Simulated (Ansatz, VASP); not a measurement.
# Sn in VASP and in Ansatz

```
Sn
1.0
     0.00000    3.23334    3.23334
     3.23334    0.00000    3.23334
     3.23334    3.23334    0.00000
Sn
2
Direct
  0.84250 0.05250 0.05250
  0.40750 0.19750 0.19750
```

Change from the starting cell: shortest bond scaled by 0.58, crystal datasets.

Alike in both runs: task electric field gradients; functional PBEsol; k mesh 8 × 8 × 8; occupations fermi-dirac, width 0.05 eV; no spin polarisation.

|  | VASP | Ansatz |
| --- | --- | --- |
| version | VASP 6.6.1 | Ansatz 0.2.0 |
| potentials or method | VASP PAW PBE potentials, release 64 (Sn_d), cutoff 520 eV | all-electron PAW with datasets made for the crystal, scalar-relativistic |

```csv
,VASP,Ansatz,Ansatz less VASP
pressure (GPa),82.1,104.9,+22.75
"traceless stress, the component that is largest in VASP (GPa)",-82.79,-106.81,-24.024
rms of the force components (eV/Å),37.501,48.445,+10.9442
size of Vzz on the site where it differs most (V/Å²),127.5,154.3,+26.73
```

VASP's potentials were made for PBE, not for PBEsol. Atom by atom the forces differ by 10.944 eV/Å (rms over components). The pressures are high and differ by over a tenth, so treat them with care. Ansatz ran all-electron here, and VASP with PAW potentials.

Noted on VASP's run: the cell as given lies far from equilibrium.
